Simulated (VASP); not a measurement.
Input of a VASP 6.6.1 run:

The input INCAR:

```
SYSTEM = MgSi4O8
  PREC = Accurate
  ENCUT = 520
  EDIFF = 1E-6
  ISMEAR = 0
  SIGMA = 0.1
  LREAL = .FALSE.
  LASPH = .TRUE.
  NELM = 80
  ALGO = Normal
  ISIF = 2
  LWAVE = .FALSE.
  LCHARG = .FALSE.
  GGA = PE
  NBANDS = 45
```

File KPOINTS:

```
Automatic mesh
0
G
  6 6 2
  0 0 0
```

The input POSCAR:

```
MgSi4O8
1.0
    5.2437431400      0.0000000000      0.0000000000
   -2.6218715700      4.5412147700      0.0000000000
    0.0000000000      0.0000000000      8.5629971600
Mg Si O
1 4 8
Direct
    0.0000000000      0.0000000000      0.0000000000
    0.3333333300      0.6666666700      0.6874999900
    0.6666666700      0.3333333300      0.1874999900
    0.6666666700      0.3333333300      0.8125000100
    0.3333333300      0.6666666700      0.3125000100
    0.0712146200      0.5356073100      0.7656294900
    0.4643926900      0.5356073100      0.7656294900
    0.4643926900      0.9287853800      0.7656294900
    0.3333333300      0.6666666700      0.5000000000
    0.6666666700      0.3333333300      0.0000000000
    0.4643926900      0.9287853800      0.2343705100
    0.4643926900      0.5356073100      0.2343705100
    0.0712146200      0.5356073100      0.2343705100
```

Potentials or basis: VASP PAW PBE potentials, release 64 (Mg, Si, O).

Run with:

```sh
$ cat potpaw_PBE.64/Mg/POTCAR potpaw_PBE.64/Si/POTCAR potpaw_PBE.64/O/POTCAR > POTCAR
$ mpirun -np 1 vasp_std > vasp.out
```

(1) Predict the largest force.

(2) Predict the pressure.

(3) Predict the band gap on the k mesh.

Answers

(1) 25.666 eV/Å.

(2) 35.3 GPa.

(3) zero (bands 33 and 34 overlap by 0.20 eV).

Caveat: the k points lie up to 0.37 Å⁻¹ apart; forces of over 1 eV/Å act on the atoms, so gaps and moduli don't describe the material at rest.
